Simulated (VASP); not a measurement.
# TlCl (Pm-3m) in VASP: notebook

The runs below take TlCl through single point, with r2SCAN+D4.

Everything below comes from runs of VASP 6.6.1. Logs are shortened: lines on timing, memory, paths and dates and some standing lists are left out, and cuts for length are marked.

**1. The cell of the first run**

It takes space group Pm-3m (No. 221, cubic). Conventional cell: a = 3.834 Å, b = 3.834 Å, c = 3.834 Å, α = 90.00°, β = 90.00°, γ = 90.00°. Within 4.4 Å of Tl (site symmetry m-3m) lie 8 Cl at 3.32 Å and 6 Tl at 3.83 Å. Within 4.4 Å of Cl (site symmetry m-3m) lie 8 Tl at 3.32 Å and 6 Cl at 3.83 Å.

**2. Single point, r2SCAN+D4**

Contents of POSCAR:

```
TlCl
1.0
    3.8340000000      0.0000000000      0.0000000000
    0.0000000000      3.8340000000      0.0000000000
    0.0000000000      0.0000000000      3.8340000000
Tl Cl
1 1
Direct
    0.0000000000      0.0000000000      0.0000000000
    0.5000000000      0.5000000000      0.5000000000
```

Contents of INCAR.step1:

```
SYSTEM = TlCl
ALGO     = Normal         ! electronic algorithm
EDIFF    = 1E-5           ! SCF threshold, eV
ENCUT    = 550            ! plane-wave cutoff, eV
GGA      = PE             ! functional
GGA_COMPAT= .FALSE.      
ISMEAR   = 0              ! smearing method
LASPH    = .TRUE.         ! aspherical terms in the spheres
LCHARG   = .FALSE.        ! write CHGCAR
LREAL    = .FALSE.        ! projectors in reciprocal space
LWAVE    = .TRUE.         ! write WAVECAR
NBANDS   = 17             ! bands
NELM     = 120            ! most SCF steps
PREC     = Accurate       ! precision mode
SIGMA    = 0.01           ! smearing width, eV
```

Contents of INCAR.step2:

```
SYSTEM = TlCl
ALGO     = Normal         ! electronic algorithm
EDIFF    = 1E-6           ! SCF threshold, eV
ENCUT    = 550            ! plane-wave cutoff, eV
GGA_COMPAT= .FALSE.      
ISIF     = 2              ! what is computed and relaxed
ISMEAR   = 0              ! smearing method
ISTART   = 1            
IVDW     = 13             ! dispersion correction
LASPH    = .TRUE.         ! aspherical terms in the spheres
LCHARG   = .TRUE.         ! write CHGCAR
LELF     = .TRUE.         ! ELF
LMIXTAU  = .TRUE.       
LREAL    = .FALSE.        ! projectors in reciprocal space
LVHAR    = .TRUE.       
LWAVE    = .FALSE.        ! write WAVECAR
METAGGA  = R2SCAN         ! meta-GGA
NBANDS   = 17             ! bands
NELM     = 120            ! most SCF steps
PREC     = Accurate       ! precision mode
SIGMA    = 0.01           ! smearing width, eV
VDW_A1   = 0.51559235   
VDW_A2   = 5.77342911   
VDW_S6   = 1.0          
VDW_S8   = 0.6018749
```

Contents of KPOINTS:

```
k-points
0
G
  4 4 4
  0 0 0
```

Potentials or basis: VASP PAW PBE potentials, release 64 (Tl_d, Cl).

Command:

```bash
> cat potpaw_PBE.64/Tl_d/POTCAR potpaw_PBE.64/Cl/POTCAR > POTCAR
> cp INCAR.step1 INCAR
> mpirun -np 1 vasp_std > vasp.out
> cp INCAR.step2 INCAR
> mpirun -np 1 vasp_std > vasp.out
```

OUTCAR:

```text
SYSTEM = TlCl
   EDIFF = 1E-6
   ENCUT = 550
   ISIF = 2
   ISMEAR = 0
   ISTART = 1
   IVDW = 13
   LASPH = .TRUE.
   LREAL = .FALSE.
   METAGGA = R2SCAN
   NELM = 120
   PREC = Accurate

 ion  position               nearest neighbor table
   1  0.000  0.000  0.000-   2 3.32   2 3.32   2 3.32   2 3.32   2 3.32   2 3.32   2 3.32   2 3.32

   2  0.500  0.500  0.500-   1 3.32   1 3.32   1 3.32   1 3.32   1 3.32   1 3.32   1 3.32   1 3.32

  LATTYP: Found a simple cubic cell.
 ALAT       =     3.8340000000

  Lattice vectors:

 A1 = (   3.8340000000,   0.0000000000,   0.0000000000)
 A2 = (   0.0000000000,   3.8340000000,   0.0000000000)
 A3 = (   0.0000000000,   0.0000000000,   3.8340000000)

Analysis of symmetry for initial positions (statically):
=====================================================================
 Subroutine PRICEL returns:
 Original cell was already a primitive cell.

 Routine SETGRP: Setting up the symmetry group for a
 simple cubic supercell.

 Subroutine GETGRP returns: Found 48 space group operations
 (whereof 48 operations were pure point group operations)
 out of a pool of 48 trial point group operations.

The static configuration has the point symmetry O_h .

Analysis of symmetry for dynamics (positions and initial velocities):
=====================================================================
 Subroutine PRICEL returns:
 Original cell was already a primitive cell.

 Routine SETGRP: Setting up the symmetry group for a
 simple cubic supercell.

 Subroutine GETGRP returns: Found 48 space group operations
 (whereof 48 operations were pure point group operations)
 out of a pool of 48 trial point group operations.

The dynamic configuration has the point symmetry O_h .

 Subroutine INISYM returns: Found 48 space group operations
 (whereof 48 operations are pure point group operations),
 and found     1 'primitive' translations

----------------------------------------------------------------------------------------

                                     Primitive cell

  volume of cell :      56.3581

  direct lattice vectors                    reciprocal lattice vectors
     3.834000000  0.000000000  0.000000000     0.260824204  0.000000000  0.000000000
     0.000000000  3.834000000  0.000000000     0.000000000  0.260824204  0.000000000
     0.000000000  0.000000000  3.834000000     0.000000000  0.000000000  0.260824204

  length of vectors
     3.834000000  3.834000000  3.834000000     0.260824204  0.260824204  0.260824204

  position of ions in fractional coordinates (direct lattice)
     0.000000000  0.000000000  0.000000000
     0.500000000  0.500000000  0.500000000

  ion indices of the primitive-cell ions
   primitive index   ion index
                 1           1
                 2           2

----------------------------------------------------------------------------------------

 KPOINTS: k-points

Automatic generation of k-mesh.
 Grid dimensions read from file:
 generate k-points for:    4    4    4

 Generating k-lattice:

  Cartesian coordinates                     Fractional coordinates (reciprocal lattice)
     0.065206051  0.000000000  0.000000000     0.250000000  0.000000000  0.000000000
     0.000000000  0.065206051  0.000000000     0.000000000  0.250000000  0.000000000
     0.000000000  0.000000000  0.065206051     0.000000000  0.000000000  0.250000000

  Length of vectors
     0.065206051  0.065206051  0.065206051

  Shift w.r.t. Gamma in fractional coordinates (k-lattice)
     0.000000000  0.000000000  0.000000000

 Subroutine IBZKPT returns following result:
 ===========================================

 Found     10 irreducible k-points:

 Following reciprocal coordinates:
            Coordinates               Weight
  0.000000  0.000000  0.000000      1.000000
  0.250000  0.000000  0.000000      6.000000
  0.500000  0.000000  0.000000      3.000000
  0.250000  0.250000  0.000000     12.000000
  0.500000  0.250000  0.000000     12.000000
  0.500000  0.500000  0.000000      3.000000
  0.250000  0.250000  0.250000      8.000000
  0.500000  0.250000  0.250000     12.000000
  0.500000  0.500000  0.250000      6.000000
  0.500000  0.500000  0.500000      1.000000
   k-points           NKPTS =     10   k-points in BZ     NKDIM =     10   number of bands    NBANDS=     17
   number of dos      NEDOS =    301   number of ions     NIONS =      2
   total plane-waves  NPLWV =  27000
   dimension x,y,z NGX =    30 NGY =   30 NGZ =   30
   dimension x,y,z NGXF=    60 NGYF=   60 NGZF=   60
   ions per type =               1   1
   NGX,Y,Z   is equivalent  to a cutoff of  13.01, 13.01, 13.01 a.u.
   NGXF,Y,Z  is equivalent  to a cutoff of  26.02, 26.02, 26.02 a.u.
 SYSTEM =  TlCl
   PREC   = accura    normal or accurate (medium, high low for compatibility)
   ISTART =      1    job   : 0-new  1-cont  2-samecut
   ICHARG =      0    charge: 1-file 2-atom 10-const
   ISPIN  =      1    spin polarized calculation?
   LNONCOLLINEAR =      F non collinear calculations
   LSORBIT =      F    spin-orbit coupling
   LASPH  =      T    aspherical Exc in radial PAW
   ENCUT  =  550.0 eV  40.42 Ry    6.36 a.u.   7.33  7.33  7.33*2*pi/ulx,y,z
   NELM   =    120;   NELMIN=  2; NELMDL=  0     # of ELM steps
   EDIFF  = 0.1E-05   stopping-criterion for ELM
   LREAL  =      F    real-space projection
   EDIFFG = 0.1E-04   stopping-criterion for IOM
   NSW    =      0    number of steps for IOM
   IBRION =     -1    ionic relax: 0-MD 1-quasi-New 2-CG
   NFREE  =      0    steps in history (QN), initial steepest desc. (CG)
   ISIF   =      2    stress and relaxation
   ISYM   =      2    0-nonsym 1-usesym 2-fastsym
   POTIM  = 0.5000    time-step for ionic-motion
   TEBEG  =    0.0;   TEEND  =   0.0 temperature during run
   PSTRESS=    0.0 pullay stress
   NELECT =      20.0000    total number of electrons
   NUPDOWN=      -1.0000    fix difference up-down
   EMIN   =  10.00;   EMAX   =-10.00  energy-range for DOS
   EFERMI =   0.00;   METHOD = LEGACY
   ISMEAR =     0;   SIGMA  =   0.01  broadening in eV -4-tet -1-fermi 0-gaus
   EFERMI_NEDOS =   21; number of points for ismear=-14 and -15
   IALGO  =     38    algorithm
   IMIX   =      4    mixing-type and parameters
     AMIX     =   0.40;   BMIX     =  1.00
     AMIX_MAG =   1.60;   BMIX_MAG =  1.00
  volume/ion in A,a.u.               =      28.18       190.16
  Fermi-wavevector in a.u.,A,eV,Ry     =   1.159043  2.190273 18.277790  1.343380
  Thomas-Fermi vector in A             =   2.295639
   LORBIT       =      0    0 simple, 1 ext, 2 COOP (PROOUT), +10 PAW based schemes
   METAGGA = R2SCAN    functional components
   LHFCALC =     F    Hartree Fock is set to
   AEXX    =    0.0000 exact exchange contribution
   IVDW    =    13    specifies the selected vdW correction
   LEPSILON=     F    determine dielectric tensor
   LRPA    =     F    only Hartree local field effects (RPA)
 non-spin polarized calculation
 Gauss-broadening in eV      SIGMA  =   0.01
  energy-cutoff  :      550.00
  volume of cell :       56.36
 maximum number of plane-waves:      1671
 NGX is ok and might be reduce to    30
   NGX = 15   NGY = 15   NGZ = 15

 number of electron      20.0000005 magnetization

 Free energy of the ion-electron system (eV)
  ---------------------------------------------------
  ext. energy  EPLUGINS =         0.00000000
  ---------------------------------------------------
  free energy    TOTEN  =       -61.54405782 eV

  energy without entropy =      -61.54405782  energy(sigma->0) =      -61.54405782

 E-fermi :   2.4948     XC(G=0):  -9.6274

 val. band max:        2.4262562702   @ k =   0.5000   0.0000   0.0000
 cond. band min:       4.9294822757   @ k =   0.5000   0.0000   0.0000
 fundamental gap:      2.5032260054
 Fermi energy:         2.4948129093

 k-point     1 :       0.0000    0.0000    0.0000
  band No.  band energies     occupation
      1     -11.9834      2.00000
      2      -7.8587      2.00000
      3      -7.8587      2.00000
      4      -7.6077      2.00000
      5      -7.6077      2.00000
      6      -7.6077      2.00000
[... 9 lines left out ...]
     16      15.7238      0.00000
     17      17.3632      0.00000

 k-point     2 :       0.2500    0.0000    0.0000
  band No.  band energies     occupation
      1     -11.8626      2.00000
      2      -7.8517      2.00000
      3      -7.7709      2.00000
      4      -7.6483      2.00000
      5      -7.6483      2.00000
      6      -7.6040      2.00000
[... 9 lines left out ...]
     16      16.3449      0.00000
     17      17.3383      0.00000

 k-point     3 :       0.5000    0.0000    0.0000
  band No.  band energies     occupation
      1     -11.7338      2.00000
      2      -7.8447      2.00000
      3      -7.6885      2.00000
      4      -7.6881      2.00000
      5      -7.6881      2.00000
      6      -7.6003      2.00000
[... 9 lines left out ...]
     16      17.1711      0.00000
     17      17.3286      0.00000

 k-point     4 :       0.2500    0.2500    0.0000
  band No.  band energies     occupation
      1     -11.7726      2.00000
      2      -7.8075      2.00000
      3      -7.7123      2.00000
      4      -7.6577      2.00000
      5      -7.6448      2.00000
      6      -7.6365      2.00000
[... 9 lines left out ...]
     16      14.9841      0.00000
     17      15.4010      0.00000

 k-point     5 :       0.5000    0.2500    0.0000
  band No.  band energies     occupation
      1     -11.6791      2.00000
      2      -7.7907      2.00000
      3      -7.6768      2.00000
      4      -7.6623      2.00000
      5      -7.6330      2.00000
      6      -7.6289      2.00000
[... 9 lines left out ...]
     16      15.5075      0.00000
     17      16.3217      0.00000

 k-point     6 :       0.5000    0.5000    0.0000
  band No.  band energies     occupation
      1     -11.6235      2.00000
      2      -7.7612      2.00000
      3      -7.6654      2.00000
      4      -7.6654      2.00000
      5      -7.6298      2.00000
      6      -7.5468      2.00000
[... 9 lines left out ...]
     16      14.5191      0.00000
     17      14.6286      0.00000

 k-point     7 :       0.2500    0.2500    0.2500
  band No.  band energies     occupation
      1     -11.6904      2.00000
      2      -7.7099      2.00000
      3      -7.7099      2.00000
      4      -7.6838      2.00000
      5      -7.6838      2.00000
      6      -7.6289      2.00000
[... 9 lines left out ...]
     16      15.2476      0.00000
     17      17.8902      0.00000

 k-point     8 :       0.5000    0.2500    0.2500
  band No.  band energies     occupation
      1     -11.6052      2.00000
      2      -7.7370      2.00000
      3      -7.7003      2.00000
      4      -7.6823      2.00000
      5      -7.6482      2.00000
      6      -7.6064      2.00000
[... 9 lines left out ...]
     16      14.9044      0.00000
     17      18.7329      0.00000

 k-point     9 :       0.5000    0.5000    0.2500
  band No.  band energies     occupation
      1     -11.5285      2.00000
      2      -7.7278      2.00000
      3      -7.7278      2.00000
      4      -7.7051      2.00000
      5      -7.6521      2.00000
      6      -7.5448      2.00000
[... 9 lines left out ...]
     16      15.3835      0.00000
     17      19.1784      0.00000

 k-point    10 :       0.5000    0.5000    0.5000
  band No.  band energies     occupation
      1     -11.4276      2.00000
      2      -7.7879      2.00000
      3      -7.7879      2.00000
      4      -7.7879      2.00000
      5      -7.5428      2.00000
      6      -7.5428      2.00000
[... 9 lines left out ...]
     16      16.1604      0.00000
     17      20.2202      0.00000

------------------------ aborting loop because EDIFF is reached ----------------------------------------

  DFT-D4 for vdW energy calculation

  Edisp (eV):   -0.21497

  FORCE on cell =-STRESS in cart. coord.  units (eV):
  Direction    XX          YY          ZZ          XY          YZ          ZX
  --------------------------------------------------------------------------------------
  -------------------------------------------------------------------------------------
  Total      -0.05196    -0.05196    -0.05196     0.00000     0.00000     0.00000
  in kB      -1.47705    -1.47705    -1.47705     0.00000     0.00000     0.00000
  external pressure =       -1.48 kB  Pullay stress =        0.00 kB

 VOLUME and BASIS-vectors are now :
 -----------------------------------------------------------------------------
  energy-cutoff  :      550.00
  volume of cell :       56.36
      direct lattice vectors                 reciprocal lattice vectors
     3.834000000  0.000000000  0.000000000     0.260824204  0.000000000  0.000000000
     0.000000000  3.834000000  0.000000000     0.000000000  0.260824204  0.000000000
     0.000000000  0.000000000  3.834000000     0.000000000  0.000000000  0.260824204

 POSITION                                       TOTAL-FORCE (eV/Angst)
 -----------------------------------------------------------------------------------
      0.00000      0.00000      0.00000         0.000000      0.000000      0.000000
      1.91700      1.91700      1.91700         0.000000      0.000000      0.000000
 -----------------------------------------------------------------------------------
    total drift:                               -0.000000     -0.000000     -0.000000

  FREE ENERGIE OF THE ION-ELECTRON SYSTEM (eV)
  ---------------------------------------------------
  free  energy   TOTEN  =       -61.7590228794 eV

  energy  without entropy=      -61.7590228794  energy(sigma->0) =      -61.75902288
```

It took 86 s on 1 thread of AMD EPYC 7R13, shared host; peak memory 0.14 GiB.

What came out:

```yaml
Free_energy: -61.7590 eV
Pressure: -0.1 GPa
Band_gap_on_the_k_mesh: 2.50 eV, direct
Dispersion_energy_per_atom: -0.107 eV
```

Caveat: the PAW data sets were made with another functional, which shifts forces and pressure a little; spin-orbit coupling is left out, which moves the levels of the heavy elements. r2SCAN opens gaps a little over a GGA but as a rule still falls short of measured ones.

**3. Single point, r2SCAN+D4**

POSCAR is that of step 2.

Contents of INCAR.step1:

```
PREC     = Accurate       # precision mode
ENCUT    = 550            # plane-wave cutoff, eV
ISMEAR   = 0              # smearing method
SIGMA    = 0.01           # smearing width, eV
LREAL    = F              # projectors in reciprocal space
LASPH    = T              # aspherical terms in the spheres
NELM     = 120            # most SCF steps
NBANDS   = 17             # bands
GGA      = PE             # functional
ALGO     = Normal         # electronic algorithm
EDIFF    = 1E-5           # SCF threshold, eV
LWAVE    = T              # write WAVECAR
LCHARG   = F              # write CHGCAR
GGA_COMPAT= F
```

Contents of INCAR.step2:

```
PREC     = Accurate       # precision mode
ENCUT    = 550            # plane-wave cutoff, eV
EDIFF    = 1E-6           # SCF threshold, eV
ISMEAR   = 0              # smearing method
SIGMA    = 0.01           # smearing width, eV
LREAL    = F              # projectors in reciprocal space
LASPH    = T              # aspherical terms in the spheres
NELM     = 120            # most SCF steps
ALGO     = Normal         # electronic algorithm
ISIF     = 2              # what is computed and relaxed
LWAVE    = F              # write WAVECAR
LCHARG   = F              # write CHGCAR
METAGGA  = R2SCAN         # meta-GGA
LMIXTAU  = T            
IVDW     = 13             # dispersion correction
VDW_S6   = 1.0          
VDW_S8   = 0.6018749    
VDW_A1   = 0.51559235   
VDW_A2   = 5.77342911   
NBANDS   = 17             # bands
ISTART   = 1            
GGA_COMPAT= F
```

Contents of KPOINTS:

```
Automatic mesh
0
Gamma
  4 4 4
```

Potentials or basis: VASP PAW PBE potentials, release 64 (Tl_d, Cl).

Command:

```bash
> cat potpaw_PBE.64/Tl_d/POTCAR potpaw_PBE.64/Cl/POTCAR > POTCAR
> cp INCAR.step1 INCAR
> mpirun -np 1 vasp_std > vasp.out
> cp INCAR.step2 INCAR
> mpirun -np 1 vasp_std > vasp.out
```

Run time: 83 s. Hardware: 1 thread of AMD EPYC 7R13, shared host; peak memory 0.14 GiB.

Results (log left out):

- Free energy: -61.7590 eV
- Pressure: -0.1 GPa
- Band gap on the k mesh: 2.50 eV, direct
- Dispersion energy per atom: -0.107 eV

Levels at points of the mesh, in eV from the valence-band top:
| k point | band 7 | band 8 | band 9 | band 10 | band 11 | band 12 | band 13 | band 14 |
| --- | --- | --- | --- | --- | --- | --- | --- | --- |
| (0.00, 0.00, 0.00) | -4.51 | -1.61 | -1.61 | -1.61 | 8.34 | 8.34 | 8.34 | 8.37 |
| (0.50, 0.00, 0.00) | -5.51 | -1.18 | -1.18 | 0.00 | 2.50 | 7.05 | 7.05 | 9.34 |
| (0.50, 0.50, 0.00) | -3.33 | -3.06 | -3.06 | -1.13 | 5.30 | 5.30 | 8.97 | 9.06 |
| (0.50, 0.50, 0.50) | -2.13 | -2.12 | -2.12 | -2.12 | 2.91 | 2.91 | 2.91 | 13.73 |

Caveat: the PAW data sets were made with another functional, which shifts forces and pressure a little; spin-orbit coupling is left out, which moves the levels of the heavy elements. r2SCAN opens gaps a little over a GGA but as a rule still falls short of measured ones.
